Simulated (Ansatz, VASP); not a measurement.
**Al6W: VASP beside Ansatz**

```
CELL_PARAMETERS angstrom
5.62217 0.00000 0.00000
0.00000 5.62217 0.00000
0.00000 0.00000 3.75515
ATOMIC_POSITIONS crystal
Al 0.75767 0.75767 0.00000
Al 0.24233 0.24233 0.00000
Al 0.24233 0.75767 0.00000
Al 0.75767 0.24233 0.00000
Al 0.50000 0.00000 0.50000
Al 0.00000 0.50000 0.50000
W 0.50000 0.50000 0.50000
```

Alike in both runs: task single point; functional r2SCAN; k mesh 6 × 6 × 8; occupations gaussian, width 0.1 eV; no spin polarisation.

```csv
,VASP,Ansatz
version,VASP 6.6.1,Ansatz 0.2.0
potentials or method,"VASP PAW PBE potentials, release 64 (Al, W_sv), cutoff 550 eV","scalar-relativistic, plane waves, PAW"
valence electrons in the cell,32,32
```

Ansatz gave:

- gap on the k mesh at the Fermi level (eV): none
- pressure (GPa): -2.1
- traceless stress, the component that is largest in VASP (GPa): 0.13
- rms of the force components (eV/Å): 0.058

Task: What did VASP give for the same quantities?

Result: gap on the k mesh at the Fermi level (eV): none; pressure (GPa): -2.3; traceless stress, the component that is largest in VASP (GPa): 0.16; rms of the force components (eV/Å): 0.057.

VASP's potentials were made for PBE, not for r2SCAN. Atom by atom the forces differ by 0.001 eV/Å (rms over components). A gap of «none» marks a metal or a gap that the smearing closes. With one functional, cell and mesh, what is left measures potentials, basis and numerics.

Neither program's run includes spin-orbit coupling.
